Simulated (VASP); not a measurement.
Crystal: Pd.

```xyz
1
Lattice="0.0000 1.9202 1.9202 1.9202 0.0000 1.9202 1.9202 1.9202 0.0000" Properties=species:S:1:pos:R:3 pbc="T T T"
Pd    0.0000    0.0000    0.0000
```

Base run:

- Program: VASP 6.6.1
- Functional: BLYP
- Dispersion: D4
- Potentials or basis: VASP PAW PBE potentials, release 64 (Pd)
- Cutoff: 520 eV
- k mesh: 12 × 12 × 12
- Occupations: fermi-dirac, width 0.05 eV
- Spin: no spin polarisation

Its results: band gap on the k mesh zero (band 5 reaches 11.33 eV, above the bottom of band 6 at 9.61 eV); pressure 17.8 GPa.

Task: After a change of settings the same cell gave: band gap on the k mesh zero (band 5 reaches 10.86 eV, above the bottom of band 6 at 9.17 eV); pressure 19.4 GPa. Which change was it?
A. functional from BLYP to RPBE; further incar settings from ALGO = Fast; EDIFF = 1e-06; NBANDS = 11 to ALGO = Normal; EDIFF = 1e-06; NBANDS = 11
B. functional from BLYP to PBE; dispersion from D4 to D3(BJ)
C. functional from BLYP to PBE; dispersion from D4 to none
D. functional from BLYP to revPBE; dispersion from D4 to none

Result: D.

Caveats: the PAW data sets were made with another functional, which shifts forces and pressure a little; pairwise dispersion overbinds metals, which lowers pressure and volume (some runs).
